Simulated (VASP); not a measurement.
# SnO2 (Cassiterite) (P4_2/mnm) in VASP: a series of runs

The runs below take SnO2 (Cassiterite) through single point, with BLYP+D3(BJ), PBEsol+D4.

Program: VASP 6.6.1. These are calculated values, not measurements. Logs are shortened: lines on timing, memory, paths and dates and some standing lists are left out, and cuts for length are marked.

## 1. The cell of the first run

Symmetry: P4_2/mnm, No. 136, tetragonal system. The conventional cell has a = 4.706 Å, b = 4.706 Å, c = 3.165 Å, α = 90.00°, β = 90.00°, γ = 90.00°. Within 2.7 Å of Sn (site symmetry mmm) lie 6 O at 2.04 Å. Within 2.7 Å of O (site symmetry m2m) lie 3 Sn at 2.04 Å and 1 O at 2.57 Å.

## 2. Single point, BLYP+D3(BJ)

File INCAR:

```
SYSTEM = SnO2
AGGAC = 1.0
AGGAX = 1.0
ALDAC = 0.0
ALDAX = 1.0
ALGO = Normal
EDIFF = 1E-6
ENCUT = 520
GGA = B5
ISIF = 2
ISMEAR = -1
IVDW = 12
LASPH = .TRUE.
LCHARG = .FALSE.
LREAL = .FALSE.
LWAVE = .FALSE.
NBANDS = 35
NELM = 60
PREC = Accurate
SIGMA = 0.05
VDW_A1 = 0.4298
VDW_A2 = 4.2359
VDW_S6 = 1.0
VDW_S8 = 2.6996
```

File KPOINTS:

```
k-points
0
G
  6 6 8
  0 0 0
```

File POSCAR:

```
SnO2
1.0
    4.7062003841      0.0000000000      0.0000000000
    0.0000000000      4.7062003841      0.0000000000
    0.0000000000      0.0000000000      3.1651134496
Sn O
2 4
Direct
    0.5000000000      0.5000000000      0.5000000000
    0.0000000000      0.0000000000      0.0000000000
    0.8071000000      0.1929000000      0.5000000000
    0.6929000000      0.6929000000      0.0000000000
    0.1929000000      0.8071000000      0.5000000000
    0.3071000000      0.3071000000      0.0000000000
```

Potentials or basis: VASP PAW PBE potentials, release 64 (Sn_d, O).

Run with:

```sh
> cat potpaw_PBE.64/Sn_d/POTCAR potpaw_PBE.64/O/POTCAR > POTCAR
> mpirun -np 1 vasp_std > vasp.out
```

OUTCAR:

```text
SYSTEM = SnO2
   EDIFF = 1E-6
   ENCUT = 520
   GGA = B5
   ISIF = 2
   ISMEAR = -1
   IVDW = 12
   LASPH = .TRUE.
   LREAL = .FALSE.
   NELM = 60
   PREC = Accurate
 IVDW          = 12

 ion  position               nearest neighbor table
   1  0.500  0.500  0.500-   4 2.04   6 2.04   4 2.04   6 2.04   5 2.04   3 2.04   2 3.68   2 3.68
                             2 3.68   2 3.68   2 3.68   2 3.68   2 3.68   2 3.68
   2  0.000  0.000  0.000-   3 2.04   5 2.04   3 2.04   5 2.04   4 2.04   6 2.04   1 3.68   1 3.68
                             1 3.68   1 3.68   1 3.68   1 3.68   1 3.68   1 3.68
   3  0.807  0.193  0.500-   2 2.04   2 2.04   1 2.04
   4  0.693  0.693  0.000-   1 2.04   1 2.04   2 2.04
   5  0.193  0.807  0.500-   2 2.04   2 2.04   1 2.04
   6  0.307  0.307  0.000-   1 2.04   1 2.04   2 2.04

  LATTYP: Found a simple tetragonal cell.
 ALAT       =     4.7062003841
 C/A-ratio  =     0.6725411566

  Lattice vectors:

 A1 = (   4.7062003841,   0.0000000000,   0.0000000000)
 A2 = (   0.0000000000,   4.7062003841,   0.0000000000)
 A3 = (   0.0000000000,   0.0000000000,   3.1651134496)

Analysis of symmetry for initial positions (statically):
=====================================================================
 Subroutine PRICEL returns:
 Original cell was already a primitive cell.

 Routine SETGRP: Setting up the symmetry group for a
 simple tetragonal supercell.

 Subroutine GETGRP returns: Found 16 space group operations
 (whereof  8 operations were pure point group operations)
 out of a pool of 16 trial point group operations.

The static configuration has the point symmetry D_2h.
 The point group associated with its full space group is D_4h.

Analysis of symmetry for dynamics (positions and initial velocities):
=====================================================================
 Subroutine PRICEL returns:
 Original cell was already a primitive cell.

 Routine SETGRP: Setting up the symmetry group for a
 simple tetragonal supercell.

 Subroutine GETGRP returns: Found 16 space group operations
 (whereof  8 operations were pure point group operations)
 out of a pool of 16 trial point group operations.

The dynamic configuration has the point symmetry D_2h.
 The point group associated with its full space group is D_4h.

 Subroutine INISYM returns: Found 16 space group operations
 (whereof  8 operations are pure point group operations),
 and found     1 'primitive' translations

----------------------------------------------------------------------------------------

                                     Primitive cell

  volume of cell :      70.1020

  direct lattice vectors                    reciprocal lattice vectors
     4.706200384  0.000000000  0.000000000     0.212485640  0.000000000  0.000000000
     0.000000000  4.706200384  0.000000000     0.000000000  0.212485640  0.000000000
     0.000000000  0.000000000  3.165113450     0.000000000  0.000000000  0.315944441

  length of vectors
     4.706200384  4.706200384  3.165113450     0.212485640  0.212485640  0.315944441

  position of ions in fractional coordinates (direct lattice)
     0.500000000  0.500000000  0.500000000
     0.000000000  0.000000000  0.000000000
     0.807100000  0.192900000  0.500000000
     0.692900000  0.692900000  0.000000000
     0.192900000  0.807100000  0.500000000
     0.307100000  0.307100000  0.000000000

  ion indices of the primitive-cell ions
   primitive index   ion index
                 1           1
                 2           2
                 3           3
                 4           4
                 5           5
                 6           6

----------------------------------------------------------------------------------------

 KPOINTS: k-points

Automatic generation of k-mesh.
 Grid dimensions read from file:
 generate k-points for:    6    6    8

 Generating k-lattice:

  Cartesian coordinates                     Fractional coordinates (reciprocal lattice)
     0.035414273  0.000000000  0.000000000     0.166666667  0.000000000  0.000000000
     0.000000000  0.035414273  0.000000000     0.000000000  0.166666667  0.000000000
     0.000000000  0.000000000  0.039493055     0.000000000  0.000000000  0.125000000

  Length of vectors
     0.035414273  0.035414273  0.039493055

  Shift w.r.t. Gamma in fractional coordinates (k-lattice)
     0.000000000  0.000000000  0.000000000

 Subroutine IBZKPT returns following result:
 ===========================================

 Found     50 irreducible k-points:

 Following reciprocal coordinates:
            Coordinates               Weight
  0.000000  0.000000  0.000000      1.000000
  0.166667  0.000000  0.000000      4.000000
  0.333333  0.000000  0.000000      4.000000
  0.500000  0.000000  0.000000      2.000000
  0.166667  0.166667  0.000000      4.000000
  0.333333  0.166667  0.000000      8.000000
[... 16 lines left out ...]
  0.333333  0.000000  0.250000      8.000000
  0.500000  0.000000  0.250000      4.000000
 [... further k-points ...]
   k-points           NKPTS =     50   k-points in BZ     NKDIM =     50   number of bands    NBANDS=     35
   number of dos      NEDOS =    301   number of ions     NIONS =      6
   total plane-waves  NPLWV =  31104
   dimension x,y,z NGX =    36 NGY =   36 NGZ =   24
   dimension x,y,z NGXF=    72 NGYF=   72 NGZF=   48
   ions per type =               2   4
   NGX,Y,Z   is equivalent  to a cutoff of  12.72, 12.72, 12.61 a.u.
   NGXF,Y,Z  is equivalent  to a cutoff of  25.43, 25.43, 25.21 a.u.
 SYSTEM =  SnO2
   PREC   = accura    normal or accurate (medium, high low for compatibility)
   ISTART =      0    job   : 0-new  1-cont  2-samecut
   ICHARG =      2    charge: 1-file 2-atom 10-const
   ISPIN  =      1    spin polarized calculation?
   LNONCOLLINEAR =      F non collinear calculations
   LSORBIT =      F    spin-orbit coupling
   LASPH  =      T    aspherical Exc in radial PAW
   ENCUT  =  520.0 eV  38.22 Ry    6.18 a.u.   8.75  8.75  5.89*2*pi/ulx,y,z
   NELM   =     60;   NELMIN=  2; NELMDL= -5     # of ELM steps
   EDIFF  = 0.1E-05   stopping-criterion for ELM
   LREAL  =      F    real-space projection
   EDIFFG = 0.1E-04   stopping-criterion for IOM
   NSW    =      0    number of steps for IOM
   IBRION =     -1    ionic relax: 0-MD 1-quasi-New 2-CG
   NFREE  =      0    steps in history (QN), initial steepest desc. (CG)
   ISIF   =      2    stress and relaxation
   ISYM   =      2    0-nonsym 1-usesym 2-fastsym
   POTIM  = 0.5000    time-step for ionic-motion
   TEBEG  =    0.0;   TEEND  =   0.0 temperature during run
   PSTRESS=    0.0 pullay stress
   NELECT =      52.0000    total number of electrons
   NUPDOWN=      -1.0000    fix difference up-down
   EMIN   =  10.00;   EMAX   =-10.00  energy-range for DOS
   EFERMI =   0.00;   METHOD = LEGACY
   ISMEAR =    -1;   SIGMA  =   0.05  broadening in eV -4-tet -1-fermi 0-gaus
   EFERMI_NEDOS =   21; number of points for ismear=-14 and -15
   IALGO  =     38    algorithm
   IMIX   =      4    mixing-type and parameters
     AMIX     =   0.40;   BMIX     =  1.00
     AMIX_MAG =   1.60;   BMIX_MAG =  1.00
  volume/ion in A,a.u.               =      11.68        78.85
  Fermi-wavevector in a.u.,A,eV,Ry     =   1.481947  2.800473 29.880652  2.196166
  Thomas-Fermi vector in A             =   2.595794
   LORBIT       =      0    0 simple, 1 ext, 2 COOP (PROOUT), +10 PAW based schemes
   GGA     = B5    functional components
   LHFCALC =     F    Hartree Fock is set to
   AEXX    =    0.0000 exact exchange contribution
   IVDW    =    12    specifies the selected vdW correction
   LEPSILON=     F    determine dielectric tensor
   LRPA    =     F    only Hartree local field effects (RPA)
 non-spin polarized calculation
  energy-cutoff  :      520.00
  volume of cell :       70.10
 maximum number of plane-waves:      1915
 NGX is ok and might be reduce to    36
   NGX = 17   NGY = 17   NGZ = 11

 number of electron      51.9999978 magnetization

 Free energy of the ion-electron system (eV)
  ---------------------------------------------------
  ext. energy  EPLUGINS =         0.00000000
  ---------------------------------------------------
  free energy    TOTEN  =       -34.36568614 eV

  energy without entropy =      -34.36568614  energy(sigma->0) =      -34.36568614

 E-fermi :   7.5117     XC(G=0): -10.8732

 val. band max:        6.7005872412   @ k =   0.0000   0.0000   0.0000
 cond. band min:       8.3008533692   @ k =   0.0000   0.0000   0.0000
 fundamental gap:      1.6002661280
 Fermi energy:         7.5117321921

 k-point     1 :       0.0000    0.0000    0.0000
  band No.  band energies     occupation
      1     -14.3940      2.00000
      2     -13.5808      2.00000
      3     -13.2609      2.00000
      4     -13.2525      2.00000
      5     -13.2525      2.00000
      6     -13.1575      2.00000
[... 27 lines left out ...]
     34      19.1001      0.00000
     35      19.6659      0.00000

 k-point     2 :       0.1667    0.0000    0.0000
  band No.  band energies     occupation
      1     -14.3494      2.00000
      2     -13.6306      2.00000
      3     -13.2611      2.00000
      4     -13.2506      2.00000
      5     -13.2505      2.00000
      6     -13.1990      2.00000
[... 27 lines left out ...]
     34      19.1252      0.00000
     35      19.6186      0.00000

 k-point     3 :       0.3333    0.0000    0.0000
  band No.  band energies     occupation
      1     -14.2198      2.00000
      2     -13.7962      2.00000
      3     -13.2614      2.00000
      4     -13.2469      2.00000
      5     -13.2465      2.00000
      6     -13.2463      2.00000
[... 27 lines left out ...]
     34      19.3161      0.00000
     35      19.5786      0.00000
[... 723 lines left out ...]
 k-point    23 :       0.3333    0.0000    0.2500
  band No.  band energies     occupation
      1     -14.0955      2.00000
      2     -13.9468      2.00000
      3     -13.5938      2.00000
      4     -13.3423      2.00000
      5     -13.1432      2.00000
      6     -13.1375      2.00000
[... 27 lines left out ...]
     34      19.3530      0.00000
     35      19.5560      0.00000

 k-point    24 :       0.5000    0.0000    0.2500
  band No.  band energies     occupation
      1     -14.0435      2.00000
      2     -14.0435      2.00000
      3     -13.4557      2.00000
      4     -13.4557      2.00000
      5     -13.1379      2.00000
      6     -13.1379      2.00000
[... 27 lines left out ...]
     34      19.5423      0.00000
     35      19.6478      0.00000

 [... further k-points ...]

------------------------ aborting loop because EDIFF is reached ----------------------------------------

 Edisp (eV)   -3.00252

 E8    (eV) :    -2.1221

  FORCE on cell =-STRESS in cart. coord.  units (eV):
  Direction    XX          YY          ZZ          XY          YZ          ZX
  --------------------------------------------------------------------------------------
  -------------------------------------------------------------------------------------
  Total       6.07716     6.07716     8.91376    -0.00000     0.00000     0.00000
  in kB     138.89326   138.89326   203.72361    -0.00000     0.00000     0.00000
  external pressure =      160.50 kB  Pullay stress =        0.00 kB

 VOLUME and BASIS-vectors are now :
 -----------------------------------------------------------------------------
  energy-cutoff  :      520.00
  volume of cell :       70.10
      direct lattice vectors                 reciprocal lattice vectors
     4.706200384  0.000000000  0.000000000     0.212485640  0.000000000  0.000000000
     0.000000000  4.706200384  0.000000000     0.000000000  0.212485640  0.000000000
     0.000000000  0.000000000  3.165113450     0.000000000  0.000000000  0.315944441

 POSITION                                       TOTAL-FORCE (eV/Angst)
 -----------------------------------------------------------------------------------
      2.35310      2.35310      1.58256         0.000000      0.000000     -0.000000
      0.00000      0.00000      0.00000         0.000000      0.000000     -0.000000
      3.79837      0.90783      1.58256        -0.340256      0.340256     -0.000000
      3.26093      3.26093      0.00000         0.340256      0.340256     -0.000000
      0.90783      3.79837      1.58256         0.340256     -0.340256     -0.000000
      1.44527      1.44527      0.00000        -0.340256     -0.340256      0.000000
 -----------------------------------------------------------------------------------
    total drift:                               -0.000000      0.000000      0.000000

  FREE ENERGIE OF THE ION-ELECTRON SYSTEM (eV)
  ---------------------------------------------------
  free  energy   TOTEN  =       -37.3682089014 eV

  energy  without entropy=      -37.3682088997  energy(sigma->0) =      -37.36820890
```

It took 46 s on 1 thread of Intel Xeon 6975P-C (Granite Rapids), shared host; peak memory 0.23 GiB.

What came out:

| Quantity | Value |
| --- | --- |
| Free energy | -37.3682 eV |
| Pressure | 16.1 GPa |
| Largest force | 0.481 eV/Å |
| Band gap on the k mesh | 1.60 eV, direct |
| Dispersion energy per atom | -0.500 eV |

Forces on the atoms (eV/Å):
```
Sn   0.000  0.000  0.000
Sn   0.000  0.000  0.000
O   -0.340  0.340  0.000
O    0.340  0.340  0.000
O    0.340 -0.340  0.000
O   -0.340 -0.340  0.000
```

Stress tensor (GPa, compression positive):
```
13.89  0.00  0.00
 0.00 13.89  0.00
 0.00  0.00 20.37
```

Caveat: the PAW data sets were made with another functional, which shifts forces and pressure a little; spin-orbit coupling is left out, which moves the levels of the heavy elements. A hybrid or GW would open this gap; BLYP tends to underestimate it.

## 3. Single point, BLYP+D3(BJ)

This run uses another cell than the first one, of 11.92 Å³/atom, 1.020 times its volume.

File INCAR:

```
SYSTEM = SnO2
  PREC = Accurate
  ENCUT = 520
  EDIFF = 1E-6
  ISMEAR = -1
  SIGMA = 0.05
  LREAL = .False.
  LASPH = .True.
  NELM = 80
  ALGO = Normal
  ISIF = 2
  LWAVE = .False.
  LCHARG = .False.
  GGA = B5
  ALDAX = 1.0
  AGGAX = 1.0
  AGGAC = 1.0
  ALDAC = 0.0
  IVDW = 12
  VDW_S6 = 1.0
  VDW_S8 = 2.6996
  VDW_A1 = 0.4298
  VDW_A2 = 4.2359
  NBANDS = 35
```

File KPOINTS:

```
Automatic mesh
0
Gamma
  6 6 8
  0 0 0
```

Edit POSCAR of step 2 so:

```diff
@@ -2,5 +2,5 @@
 1.0
-    4.7062003841      0.0000000000      0.0000000000
-    0.0000000000      4.7062003841      0.0000000000
-    0.0000000000      0.0000000000      3.1651134496
+    4.7380000000      0.0000000000      0.0000000000
+    0.0000000000      4.7380000000      0.0000000000
+    0.0000000000      0.0000000000      3.1865000000
 Sn O
```

Potentials or basis: VASP PAW PBE potentials, release 64 (Sn_d, O).

Run with:

```sh
> cat potpaw_PBE.64/Sn_d/POTCAR potpaw_PBE.64/O/POTCAR > POTCAR
> mpirun -np 1 vasp_std > vasp.out
```

Wall time 46 s (1 thread of Intel Xeon 6975P-C (Granite Rapids), shared host); peak memory 0.24 GiB.

It converged, with:

- Free energy: -37.4913 eV
- Pressure: 11.1 GPa
- Largest force: 0.391 eV/Å
- Band gap on the k mesh: 1.36 eV, direct
- Dispersion energy per atom: -0.490 eV

Forces on the atoms (eV/Å):
```
Sn   0.000  0.000  0.000
Sn   0.000  0.000  0.000
O   -0.277  0.277  0.000
O    0.277  0.277  0.000
O    0.277 -0.277  0.000
O   -0.277 -0.277  0.000
```

Stress tensor (GPa, compression positive):
```
 9.41  0.00  0.00
 0.00  9.41  0.00
 0.00  0.00 14.37
```

Levels at points of the mesh, in eV from the valence-band top:
```tsv
k point	band 22	band 23	band 24	band 25	band 26	band 27	band 28	band 29	band 30	band 31
(0.00, 0.00, 0.00)	-1.19	-1.19	-0.77	-0.77	0.00	1.36	6.19	6.51	6.51	10.68
(0.50, 0.00, 0.00)	-1.91	-1.15	-1.15	-0.62	-0.62	4.48	4.48	7.22	7.22	11.07
(0.50, 0.50, 0.00)	-1.92	-1.27	-1.27	-0.89	-0.89	4.86	4.86	7.63	7.63	11.08
(0.00, 0.00, 0.50)	-2.55	-1.63	-1.63	-1.23	-1.23	6.22	6.22	9.97	9.97	10.82
(0.50, 0.00, 0.50)	-1.68	-1.09	-1.09	-0.67	-0.67	6.49	6.49	8.25	8.25	11.12
(0.50, 0.50, 0.50)	-2.37	-0.95	-0.95	-0.83	-0.83	4.98	4.98	9.03	9.03	11.11
```

Caveat: the PAW data sets were made with another functional, which shifts forces and pressure a little; spin-orbit coupling is left out, which moves the levels of the heavy elements.

## 4. Single point, PBEsol+D4

This run uses another cell than the first one, of 12.05 Å³/atom, 1.032 times its volume.

File INCAR:

```
SYSTEM = SnO2
PREC     = Accurate       ! precision mode
ENCUT    = 520            ! plane-wave cutoff, eV
EDIFF    = 1E-7           ! SCF threshold, eV
ISMEAR   = -1             ! smearing method
SIGMA    = 0.05           ! smearing width, eV
LREAL    = .FALSE.        ! projectors in reciprocal space
LASPH    = .TRUE.         ! aspherical terms in the spheres
NELM     = 80             ! most SCF steps
ALGO     = Normal         ! electronic algorithm
ISIF     = 2              ! what is computed and relaxed
LWAVE    = .FALSE.        ! write WAVECAR
LCHARG   = .FALSE.        ! write CHGCAR
GGA      = PS             ! functional
IVDW     = 13             ! dispersion correction
NBANDS   = 35             ! bands
```

File KPOINTS:

```
regular mesh
0
G
  6 6 8
  0 0 0
```

File POSCAR:

```
SnO2
1.0
    4.7493804849      0.0000000000      0.0000000000
    0.0000000000      4.7493804849      0.0000000000
    0.0000000000      0.0000000000      3.2059150743
Sn O
2 4
Direct
    0.5000000000      0.5000000000      0.5000000000
    0.0000000000      0.0000000000      0.0000000000
    0.8061133210      0.1938866790      0.5000000000
    0.6938866790      0.6938866790      0.0000000000
    0.1938866790      0.8061133210      0.5000000000
    0.3061133210      0.3061133210      0.0000000000
```

Run with:

```sh
> cat potpaw_PBE.64/Sn_d/POTCAR potpaw_PBE.64/O/POTCAR > POTCAR
> mpirun -np 1 vasp_std > vasp.out
```

It took 38 s on 1 thread of Intel Xeon 6975P-C (Granite Rapids), shared host; peak memory 0.23 GiB.

Results (log left out):

- Free energy: -40.5748 eV
- Pressure: 0.7 GPa
- Largest force: 0.015 eV/Å
- Band gap on the k mesh: 1.02 eV, direct
- Dispersion energy per atom: -0.152 eV

Forces in eV/Å, atoms in the order of the input:
```
Sn   0.000  0.000  0.000
Sn   0.000  0.000  0.000
O   -0.011  0.011  0.000
O    0.011  0.011  0.000
O    0.011 -0.011  0.000
O   -0.011 -0.011  0.000
```

Stress tensor (GPa, compression positive):
```
0.57 0.00 0.00
0.00 0.57 0.00
0.00 0.00 0.89
```

Levels at points of the mesh, in eV from the valence-band top:
| k point | band 23 | band 24 | band 25 | band 26 | band 27 | band 28 | band 29 | band 30 |
| --- | --- | --- | --- | --- | --- | --- | --- | --- |
| (0.00, 0.00, 0.00) | -1.27 | -0.79 | -0.79 | 0.00 | 1.02 | 5.93 | 6.07 | 6.07 |
| (0.50, 0.00, 0.00) | -1.22 | -1.22 | -0.64 | -0.64 | 4.24 | 4.24 | 6.84 | 6.84 |
| (0.50, 0.50, 0.00) | -1.35 | -1.35 | -0.90 | -0.90 | 4.64 | 4.64 | 7.29 | 7.29 |
| (0.00, 0.00, 0.50) | -1.67 | -1.67 | -1.26 | -1.26 | 5.98 | 5.98 | 9.51 | 9.51 |
| (0.50, 0.00, 0.50) | -1.10 | -1.10 | -0.72 | -0.72 | 6.26 | 6.26 | 7.83 | 7.83 |
| (0.50, 0.50, 0.50) | -0.97 | -0.97 | -0.83 | -0.83 | 4.64 | 4.64 | 8.67 | 8.67 |

Caveat: the PAW data sets were made with another functional, which shifts forces and pressure a little; spin-orbit coupling is left out, which moves the levels of the heavy elements. Expect the measured gap to be larger: semilocal functionals such as PBEsol lack the derivative discontinuity.

## 5. Overview

```tsv
level	cell	gap on the mesh (eV)	pressure (GPa)	largest force (eV/Å)
BLYP+D3(BJ)	a = 4.706, b = 4.706, c = 3.165 Å, 6 atoms	1.60	16.1	0.48
BLYP+D3(BJ)	a = 4.738, b = 4.738, c = 3.187 Å, 6 atoms	1.36	11.1	0.39
PBEsol+D4	a = 4.749, b = 4.749, c = 3.206 Å, 6 atoms	1.02	0.7	0.01
```

Alike in all rows: task single point; potentials or basis VASP PAW PBE potentials, release 64 (Sn_d, O); no spin polarisation; k mesh 6 × 6 × 8; cutoff (eV) 520; smearing fermi-dirac 0.05 eV.

Caveats: the PAW data sets were made with another functional, which shifts forces and pressure a little; spin-orbit coupling is left out, which moves the levels of the heavy elements.

Absolute energies hang on the potentials; compare differences alone.
